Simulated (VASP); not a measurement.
Input of a VASP 6.6.1 run:

Contents of INCAR:

```
SYSTEM = Li4BrF3
ALGO     = Normal         ! electronic algorithm
EDIFF    = 1E-6           ! SCF threshold, eV
EDIFFG   = -0.01          ! ionic threshold
ENCUT    = 600            ! plane-wave cutoff, eV
GGA      = PE             ! functional
IBRION   = 2              ! ionic algorithm
ISIF     = 3              ! what is computed and relaxed
ISMEAR   = 0              ! smearing method
LASPH    = .True.         ! aspherical terms in the spheres
LCHARG   = .False.        ! write CHGCAR
LREAL    = .False.        ! projectors in reciprocal space
LWAVE    = .False.        ! write WAVECAR
NELM     = 80             ! most SCF steps
NSW      = 100            ! ionic steps
PREC     = Accurate       ! precision mode
SIGMA    = 0.02           ! smearing width, eV
```

KPOINTS

```
k-points
0
Gamma
  6 4 6
  0 0 0
```

POSCAR

```
Li4BrF3
1.0
    3.5146844881      0.0000000000      0.0000000000
    0.0000000000      7.2659641733      0.0000000000
    0.0000000000      0.0000000000      4.0962945510
Li Br F
4 1 3
Direct
    0.0000000000      0.1952024718      0.0612221502
    0.5000000000      0.0000000000      0.5446595905
    0.0000000000      0.8047975282      0.0612221502
    0.5000000000      0.5000000000      0.2973141827
    0.0000000000      0.5000000000      0.7692983999
    0.5000000000      0.2109797190      0.2522120735
    0.0000000000      0.0000000000      0.7618593796
    0.5000000000      0.7890202810      0.2522120735
```

Potentials or basis: VASP PAW PBE potentials, release 64 (Li_sv, Br, F).

Command:

```sh
$ cat potpaw_PBE.64/Li_sv/POTCAR potpaw_PBE.64/Br/POTCAR potpaw_PBE.64/F/POTCAR > POTCAR
$ mpirun -np 1 vasp_std > vasp.out
```

**Question.** What does it give for the band gap on the k mesh?

**Answer.** 4.94 eV (least direct gap 5.12 eV).

**Question.** What does it give for the relaxed cell?

**Answer.** a = 3.512 Å, b = 7.256 Å, c = 4.000 Å, α = 90.00°, β = 90.00°, γ = 90.00°.

**Question.** Estimate the relaxed volume.

**Answer.** 12.74 Å³/atom.

Forces in eV/Å, atoms in the order of the input:
```
Li   0.000 -0.005  0.000
Li   0.000  0.000  0.005
Li   0.000  0.005  0.000
Li   0.000  0.000 -0.008
Br   0.000  0.000 -0.002
F    0.000 -0.002  0.003
F    0.000  0.000 -0.001
F    0.000  0.002  0.003
```

Caveat: the cutoff is under 1.25 times the usual one of these potentials, so pressure, stress and relaxed cells hold a basis-set (Pulay) error. A k mesh can miss the band edges.
